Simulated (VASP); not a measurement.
Wanted: the native input for a VASP 6.6.1 run.

- Task: single point
- Functional: r2SCAN
- Potentials or basis: VASP PAW PBE potentials, release 64 (Zn, S)
- Cutoff: 520 eV
- k mesh: 8 × 8 × 8
- Occupations: gaussian, width 0.05 eV
- Spin: no spin polarisation
- Dipole correction: no
- Further INCAR settings: ALGO = Normal; EDIFF = 1e-07; NBANDS = 16

ZnS:

```
Zn S
1.0
     0.00000    2.59646    2.81284
     2.59646    0.00000    2.81284
     2.59646    2.59646    0.00000
Zn S
1 1
Direct
  0.00000 0.00000 0.00000
  0.75000 0.75000 0.75000
```

This cell differs from its parent crystal: strain -0.040 along x and y, +0.040 along z.

The input as run:

POSCAR

```
ZnS
1.0
    0.0000000000      2.5964640000      2.8128360000
    2.5964640000      0.0000000000      2.8128360000
    2.5964640000      2.5964640000      0.0000000000
Zn S
1 1
Direct
    0.0000000000      0.0000000000      0.0000000000
    0.7500000000      0.7500000000      0.7500000000
```

INCAR.step1

```
SYSTEM = ZnS
PREC = Accurate
ENCUT = 520
ISMEAR = 0
SIGMA = 0.05
LREAL = .FALSE.
LASPH = .TRUE.
NELM = 100
NBANDS = 16
GGA = PE
ALGO = Normal
EDIFF = 1E-4
LWAVE = .TRUE.
LCHARG = .FALSE.
```

INCAR.step2

```
SYSTEM = ZnS
PREC = Accurate
ENCUT = 520
EDIFF = 1E-7
ISMEAR = 0
SIGMA = 0.05
LREAL = .FALSE.
LASPH = .TRUE.
NELM = 100
ALGO = Normal
ISIF = 2
LWAVE = .FALSE.
LCHARG = .FALSE.
METAGGA = R2SCAN
LMIXTAU = .TRUE.
NBANDS = 16
ISTART = 1
```

KPOINTS

```
Automatic mesh
0
G
  8 8 8
  0 0 0
```

Potentials or basis: VASP PAW PBE potentials, release 64 (Zn, S).

Command:

```bash
$ cat potpaw_PBE.64/Zn/POTCAR potpaw_PBE.64/S/POTCAR > POTCAR
$ cp INCAR.step1 INCAR
$ mpirun -np 1 vasp_std > vasp.out
$ cp INCAR.step2 INCAR
$ mpirun -np 1 vasp_std > vasp.out
```

It gave:

| Property | Result |
| --- | --- |
| Pressure | 2.5 GPa |
| Band gap on the k mesh | 2.72 eV, direct |

Caveat: the cell differs from its parent crystal (strain -0.040 along x and y, +0.040 along z); the PAW data sets were made with another functional, which shifts forces and pressure a little.

Wall time 80 s on 1 thread of Intel(R) Xeon(R) Platinum 8559C (Emerald Rapids) (shared host), peak memory 0.18 GiB.
